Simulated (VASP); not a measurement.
Runs of VASP 6.6.1 on SiPd3Pt. The structure is that of space group Pm-3m (No. 221), or close to it. The cells are those of the table. 

```tsv
task	spin	cell	k mesh	cutoff (eV)	gap on the mesh (eV)	pressure (GPa)	relaxed volume (Å³/atom)
single point	off	a = 3.999 Å, 5 atoms	4 × 4 × 4	520	none	(a)	-
single point	collinear, ferromagnetic start	a = 4.446 Å, 5 atoms	4 × 4 × 4	520	none	0.5	-
single point	off	a = 4.447 Å, 5 atoms	8 × 8 × 8	520	none	0.2	-
single point	off	a = 4.446 Å, 5 atoms	4 × 4 × 4	520	none	0.5	-
relaxation of cell and atoms	off	relaxed from a = 3.999 Å, 5 atoms	4 × 4 × 4	600	none	0.1	17.65
relaxation of cell and atoms	off	relaxed from a = 4.446 Å, 5 atoms	8 × 8 × 8	600	none	0.0	17.63
```

Alike in all rows: level PBE; potentials or basis VASP PAW PBE potentials, release 64 (Si, Pd, Pt); smearing gaussian 0.1 eV.

Task: Fill in the values left out.

Result: (a) 85.1.

Caveats: some runs use coarse meshes; spin-orbit coupling is left out, which moves the levels of the heavy elements; the volume moved by over 15 % at a fixed basis, so the end points are rough (some runs).

A k mesh can miss the band edges, and the runs leave out spin-orbit coupling on Pd, Pt.

A gap of «none» marks levels without a gap at the run's occupations.
